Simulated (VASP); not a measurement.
Au:

```xyz
1
Lattice="0.0000 2.0856 2.0856 2.0856 0.0000 2.0856 2.0856 2.0856 0.0000" Properties=species:S:1:pos:R:3 pbc="T T T"
Au    0.0000    0.0000    0.0000
```

| Property | Result |
| --- | --- |
| Program | VASP 6.6.1 |
| Task | relaxation of cell and atoms |
| Functional | PBEsol |
| Potentials or basis | VASP PAW PBE potentials, release 64 (Au) |
| Cutoff | 600 eV |
| k mesh | 8 × 8 × 8 |
| Occupations | gaussian, width 0.1 eV |
| Spin | no spin polarisation |

At the start: pressure -8.7 GPa; volume 18.14 Å³/atom.

Task: How do energy, volume and symmetry change on relaxing?

Result: Over 3 steps the energy falls by 30.6 meV/atom and the volume is 17.12 Å³/atom (-5.7 %); space group Fm-3m (No. 225, to 0.05 Å).

Step by step:
```
step  energy change (eV)  largest force (eV/Å)  pressure (GPa)  volume (Å³)
   1              0.0000                0.0000           -8.72        18.14
   2              0.0470                0.0000           19.30        15.67
   3             -0.0306                0.0000           -0.24        17.12
```

Final structure:
```
CELL_PARAMETERS angstrom
0.00000 2.04547 2.04547
2.04547 0.00000 2.04547
2.04547 2.04547 0.00000
ATOMIC_POSITIONS crystal
Au 0.00000 0.00000 0.00000
```

Caveat: the PAW data sets were made with another functional, which shifts forces and pressure a little.
